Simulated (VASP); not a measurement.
**SnO2: single point with PBE**

The system is SnO2.

```
Sn O
1.0
     4.71506    0.00000    0.00000
     0.00000    4.71508    0.00000
     0.00000    0.00000    3.38911
Sn O
2 4
Direct
  0.50000 0.50000 0.50000
  0.00000 0.00000 0.00000
  0.29427 0.31893 0.00000
  0.79427 0.18107 0.50000
  0.20573 0.81893 0.50000
  0.70573 0.68107 0.00000
```

This cell differs from its parent crystal: atoms displaced along a vibrational mode, the cell strained.

* Program: VASP 6.6.1
* Task: single point
* Functional: PBE
* Potentials or basis: VASP PAW PBE potentials, release 64 (Sn_d, O)
* Cutoff: 520 eV
* k mesh: 6 × 6 × 8
* Occupations: gaussian, width 0.05 eV
* Spin: no spin polarisation
* Dipole correction: no
* Further INCAR settings: ALGO = Normal; EDIFF = 1e-06; NBANDS = 35

| Item | Value |
| --- | --- |
| Pressure | -1.2 GPa |
| Largest force | 0.164 eV/Å |
| Band gap on the k mesh | 0.61 eV |

Forces in eV/Å, atoms in the order of the input:
```
Sn   0.000  0.000  0.000
Sn   0.000  0.000  0.000
O    0.153  0.061  0.000
O    0.153 -0.061  0.000
O   -0.153  0.061  0.000
O   -0.153 -0.061  0.000
```

Stress tensor (GPa, compression positive):
```
 2.59  0.00  0.00
 0.00  3.21  0.00
 0.00  0.00 -9.42
```

Levels at points of the mesh, in eV from the valence-band top:
```csv
k point,band 23,band 24,band 25,band 26,band 27,band 28,band 29,band 30
"(0.00, 0.00, 0.00)",-1.22,-0.55,-0.55,0.00,0.61,5.22,5.71,5.75
"(0.50, 0.00, 0.00)",-1.19,-1.19,-0.40,-0.40,3.84,3.84,6.27,6.27
"(0.00, 0.50, 0.00)",-1.20,-1.20,-0.49,-0.49,3.99,3.99,6.65,6.65
"(0.50, 0.50, 0.00)",-1.37,-1.37,-0.60,-0.60,4.17,4.17,6.95,6.95
"(0.00, 0.00, 0.50)",-1.45,-1.45,-1.02,-1.02,5.55,5.55,9.58,9.58
"(0.50, 0.00, 0.50)",-0.78,-0.78,-0.57,-0.57,5.92,5.92,8.08,8.08
"(0.00, 0.50, 0.50)",-0.93,-0.93,-0.46,-0.46,5.87,5.87,7.88,7.88
"(0.50, 0.50, 0.50)",-0.75,-0.75,-0.55,-0.55,4.44,4.44,8.78,8.78
```

It took 4.4 min on 1 thread of Intel Xeon 8259CL, with other jobs on the host, peak memory 0.29 GiB.

Caveat: the cell differs from its parent crystal (atoms displaced along a vibrational mode, the cell strained); the stress differs along the axes, from -9 to 3 GPa; semilocal functionals underestimate gaps, and a narrow one can read as zero; spin-orbit coupling is left out, which moves the levels of the heavy elements.
